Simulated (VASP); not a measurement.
Here is a VASP 6.6.1 calculation.

POSCAR

```
InB3As4
1.0
    3.5373422466      0.0000000000      0.0000000000
    0.0000000000      7.3320921414      0.0000000000
    0.0000000000      0.0000000000      5.1619287825
B As In
3 4 1
Direct
    0.0000000000      0.7741398257     -0.0015188226
    0.5000000000      0.0000000000      0.4895648292
    0.0000000000      0.2258601743     -0.0015188226
    0.5000000000      0.7879426182      0.2258411495
    0.0000000000      0.0000000000      0.7261353641
    0.5000000000      0.2120573818      0.2258411495
    0.0000000000      0.5000000000      0.8412356359
    0.5000000000      0.5000000000      0.4944195173
```

Contents of INCAR.step1:

```
SYSTEM = InB3As4
PREC     = Accurate       ! precision mode
ENCUT    = 520            ! plane-wave cutoff, eV
EDIFF    = 1E-5           ! SCF threshold, eV
ISMEAR   = -1             ! smearing method
SIGMA    = 0.02           ! smearing width, eV
LREAL    = .FALSE.        ! projectors in reciprocal space
LASPH    = .TRUE.         ! aspherical terms in the spheres
NELM     = 80             ! most SCF steps
ALGO     = Normal         ! electronic algorithm
ISIF     = 2              ! what is computed and relaxed
LWAVE    = .TRUE.         ! write WAVECAR
LCHARG   = .FALSE.        ! write CHGCAR
GGA      = PE             ! functional
NBANDS   = 31             ! bands
KPAR     = 2
```

INCAR.step2

```
SYSTEM = InB3As4
PREC     = Accurate       ! precision mode
ENCUT    = 520            ! plane-wave cutoff, eV
EDIFF    = 1E-6           ! SCF threshold, eV
ISMEAR   = -1             ! smearing method
SIGMA    = 0.02           ! smearing width, eV
LREAL    = .FALSE.        ! projectors in reciprocal space
LASPH    = .TRUE.         ! aspherical terms in the spheres
NELM     = 80             ! most SCF steps
ALGO     = Normal         ! electronic algorithm
ISIF     = 2              ! what is computed and relaxed
LWAVE    = .FALSE.        ! write WAVECAR
LCHARG   = .FALSE.        ! write CHGCAR
GGA      = PE             ! functional
LHFCALC  = .TRUE.         ! exact exchange
HFSCREEN = 0.2079         ! screening, 1/A
PRECFOCK = Fast         
ISTART   = 1            
NBANDS   = 31             ! bands
KPAR     = 2
```

Contents of KPOINTS:

```
Automatic mesh
0
G
  4 2 4
  0 0 0
```

Potentials or basis: VASP PAW PBE potentials, release 64 (B, As, In_d).

The run is started by

```console
$ cat potpaw_PBE.64/B/POTCAR potpaw_PBE.64/As/POTCAR potpaw_PBE.64/In_d/POTCAR > POTCAR
$ cp INCAR.step1 INCAR
$ mpirun -np 2 vasp_std > vasp.out
$ cp INCAR.step2 INCAR
$ mpirun -np 2 vasp_std > vasp.out
```

Problem. Predict the largest force.

Solution. 0.167 eV/Å.

Problem. Predict the band gap on the k mesh.

Solution. 0.22 eV (least direct gap 0.25 eV).

Problem. What does it give for the pressure?

Solution. -0.8 GPa.

Stress tensor (GPa, compression positive):
```
 0.37  0.00  0.00
 0.00 -1.02  0.00
 0.00  0.00 -1.88
```

Caveat: the k points lie up to 0.44 Å⁻¹ apart; the PAW data sets were made with another functional, which shifts forces and pressure a little; spin-orbit coupling is left out, which moves the levels of the heavy elements. A k mesh can miss the band edges.
